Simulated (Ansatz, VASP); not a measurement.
# One calculation of BaS, two programs

The input POSCAR:

```
BaS
1.0
    0.0000000000      3.0529203850      3.0529203850
    3.0529203850      0.0000000000      3.0529203850
    3.0529203850      3.0529203850      0.0000000000
Ba S
1 1
Direct
    0.0000000000      0.0000000000      0.0000000000
    0.5000000000      0.5000000000      0.5000000000
```

Contents of INCAR.step1:

```
ALGO = Normal
EDIFF = 1E-4
ENCUT = 520
GGA = PE
ISMEAR = 0
LASPH = True
LCHARG = False
LREAL = False
LWAVE = True
NBANDS = 15
NELM = 100
PREC = Accurate
SIGMA = 0.01
```

The input INCAR.step2:

```
ALGO = Normal
EDIFF = 1E-7
ENCUT = 520
ISIF = 2
ISMEAR = 0
ISTART = 1
LASPH = True
LCHARG = False
LMIXTAU = True
LREAL = False
LWAVE = False
METAGGA = R2SCAN
NBANDS = 15
NELM = 100
PREC = Accurate
SIGMA = 0.01
```

The input KPOINTS:

```
k-points
0
Gamma
  8 8 8
```

Input for Ansatz:

```yaml
crystal:
  lattice:
    - [0.0, 3.052920385, 3.052920385]
    - [3.052920385, 0.0, 3.052920385]
    - [3.052920385, 3.052920385, 0.0]
  atoms:
    - { symbol: Ba, position: [0.0, 0.0, 0.0] }
    - { symbol: S, position: [0.5, 0.5, 0.5] }
kpoints:
  mp_grid: { grid: [8, 8, 8] }
  band_path:
    path:
      - [0.0, 0.0, 0.0]
      - [0.5, 0.0, 0.5]
      - [0.625, 0.25, 0.625]
      - [0.375, 0.375, 0.75]
      - [0.5, 0.5, 0.5]
      - [0.5, 0.25, 0.75]
      - [0.0, 0.5, 0.5]
    npoints: 1
hamiltonian:
  xc: r2scan
scf:
  occupations: { method: fixed }
  n_extra_bands: 4
output:
  forces: true
  stress: true
  eigenvalues: true
```

Change from the starting cell: hydrostatic strain -5.0%.

Alike in both runs: task single point; functional r2SCAN; k mesh 8 × 8 × 8; no spin polarisation.

|  | VASP | Ansatz |
| --- | --- | --- |
| version | VASP 6.6.1 | Ansatz 0.2.0 |
| potentials or method | VASP PAW PBE potentials, release 64 (Ba_sv, S) | plane waves, PAW |
| plane-wave cutoff (eV) | 520 | 500 |
| occupations | gaussian, width 0.01 eV | fixed |
| valence electrons in the cell | 16 | 16 |

VASP gave:

* gap on the k mesh at the Fermi level (eV): 2.18
* pressure (GPa): 10.5

Question: Which values does Ansatz return?

Answer: gap on the k mesh at the Fermi level (eV): 2.29; pressure (GPa): 9.5.

VASP's potentials were made for PBE, not for r2SCAN.

Spin-orbit coupling is off throughout.
